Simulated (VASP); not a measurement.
Wanted: the native input for a VASP 6.6.1 run.

```
Task                   : single point
Functional             : PBE
Potentials or basis    : VASP PAW PBE potentials, release 64 (Mo_sv, S)
Cutoff                 : 520 eV
k mesh                 : 6 × 6 × 4
Occupations            : gaussian, width 0.1 eV
Spin                   : collinear spin, ferromagnetic start
Starting moments       : [1.0, 0.0, 0.0, 0.0] μB
Dipole correction      : no
Further INCAR settings : ALGO = Normal; EDIFF = 1e-06; NBANDS = 28
```

The structure of MoS3 lies in POSCAR:

```
MoS3
1.0
    3.3386286487      0.0000000000      0.0000000000
    0.0000000000      3.3386286487      0.0000000000
    0.0000000000      0.0000000000      8.7575545339
Mo S
1 3
Direct
    0.5000000000      0.5000000000      0.0000000000
    0.0000000000      0.0000000000      0.6089557391
    0.0000000000      0.0000000000      0.3910442609
    0.0000000000      0.0000000000      0.0000000000
```

One way to write it, as run:

INCAR

```
SYSTEM = MoS3
  PREC = Accurate
  ENCUT = 520
  EDIFF = 1E-6
  ISMEAR = 0
  SIGMA = 0.1
  LREAL = .False.
  LASPH = .True.
  NELM = 150
  ALGO = Normal
  ISIF = 2
  LWAVE = .False.
  LCHARG = .True.
  ISPIN = 2
  MAGMOM = 1 0 0 0
  LORBIT = 11
  LMAXMIX = 4
  GGA = PE
  LELF = .True.
  LVHAR = .True.
  NBANDS = 28
```

KPOINTS

```
regular mesh
0
Gamma
  6 6 4
  0 0 0
```

Potentials or basis: VASP PAW PBE potentials, release 64 (Mo_sv, S).

Command:

```sh
$ cat potpaw_PBE.64/Mo_sv/POTCAR potpaw_PBE.64/S/POTCAR > POTCAR
$ mpirun -np 1 vasp_std > vasp.out
```

Results of the run:

```
Pressure                                              : -0.2 GPa
Largest force                                         : 0.234 eV/Å
Net moment                                            : 1.81 μB per cell
Site moments                                          : Mo +1.55; S -0.01, -0.04 μB
Valence electrons inside the program's atomic spheres : Mo 12.37; S 3.61, 3.76
```

Caveat: this functional lacks dispersion, which binds the layers, so the pressure and a relaxed spacing across them are unreliable.

It took 110 s on 1 thread of Intel(R) Xeon(R) 6975P-C (Granite Rapids), with other jobs on the host, peak memory 0.34 GiB.
